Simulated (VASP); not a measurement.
Here is a VASP 6.6.1 calculation.

INCAR

```
  ALGO = Normal
  EDIFF = 1E-7
  ENCUT = 520
  GGA = PE
  ISIF = 2
  ISMEAR = 0
  LASPH = True
  LCHARG = False
  LREAL = False
  LWAVE = False
  NBANDS = 18
  NELM = 100
  PREC = Accurate
  SIGMA = 0.1
```

Contents of KPOINTS:

```
k-points
0
Gamma
  8 8 8
```

File POSCAR:

```
I
1.0
    5.0508787608      0.0000000000      0.0000000000
    0.0000000000      5.0508787608      0.0000000000
    0.0000000000      0.0000000000      5.0508787608
I
3
Direct
    0.5000000000      0.0000000000      0.0000000000
    0.0000000000      0.5000000000      0.0000000000
    0.0000000000      0.0000000000      0.5000000000
```

Potentials or basis: VASP PAW PBE potentials, release 64 (I).

Launch:

```console
$ cat potpaw_PBE.64/I/POTCAR > POTCAR
$ mpirun -np 1 vasp_std > vasp.out
```

Problem. Predict the band gap on the k mesh.

Solution. Zero (an odd number of electrons rules out a gap without spin polarisation).

Problem. What does it give for the pressure?

Solution. 0.0 GPa.

Caveat: the cell differs from its parent crystal (Br replaced by I, lengths x 1.095, strained); spin-orbit coupling is left out, which moves the levels of the heavy elements; an odd number of electrons without spin polarisation forces a metal; a magnetic or distorted state may lie lower.
